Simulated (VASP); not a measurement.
Set up this calculation in VASP 6.6.1, as the native input.

| Quantity | Value |
| --- | --- |
| Task | single point |
| Functional | PBE |
| Potentials or basis | VASP PAW PBE potentials, release 64 (Cs_sv, Sn_d, I) |
| Cutoff | 520 eV |
| k mesh | 6 × 6 × 6 |
| Occupations | gaussian, width 0.02 eV |
| Spin | no spin polarisation |
| Dipole correction | no |
| Further INCAR settings | ALGO = Normal; EDIFF = 1e-07; NBANDS = 30 |

The structure of CsSnI3 lies in POSCAR:

```
CsSnI3
1.0
    6.6601603696      0.0000000000      0.0000000000
    0.0000000000      6.6601603696      0.0000000000
    0.0000000000      0.0000000000      6.6601603696
Cs Sn I
1 1 3
Direct
    0.0000000000      0.0000000000      0.0000000000
    0.5000000000      0.5000000000      0.5000000000
    0.0000000000      0.5000000000      0.5000000000
    0.5000000000      0.0000000000      0.5000000000
    0.5000000000      0.5000000000      0.0000000000
```

This cell differs from its parent crystal: equal strain along all axes, cell held: +6.0 %.

One way to write it, as run:

INCAR

```
SYSTEM = CsSnI3
PREC = Accurate ; ENCUT = 520
EDIFF = 1E-7 ; ISMEAR = 0
SIGMA = 0.02 ; LREAL = .False.
LASPH = .True. ; NELM = 100
ALGO = Normal ; ISIF = 2
LWAVE = .False. ; LCHARG = .False.
GGA = PE ; NBANDS = 30
```

KPOINTS

```
regular mesh
0
Gamma
  6 6 6
  0 0 0
```

Potentials or basis: VASP PAW PBE potentials, release 64 (Cs_sv, Sn_d, I).

Launch:

```sh
$ cat potpaw_PBE.64/Cs_sv/POTCAR potpaw_PBE.64/Sn_d/POTCAR potpaw_PBE.64/I/POTCAR > POTCAR
$ mpirun -np 1 vasp_std > vasp.out
```

It gave:

```
Pressure               : -1.8 GPa
Band gap on the k mesh : 1.06 eV
```

Caveat: the cell differs from its parent crystal (equal strain along all axes, cell held: +6.0 %); spin-orbit coupling is left out, which moves the levels of the heavy elements.

Run time: 4.9 min on 1 thread of Intel(R) Xeon(R) Platinum 8375C CPU @ 2.90GHz (Ice Lake), on a shared host, peak memory 0.46 GiB.
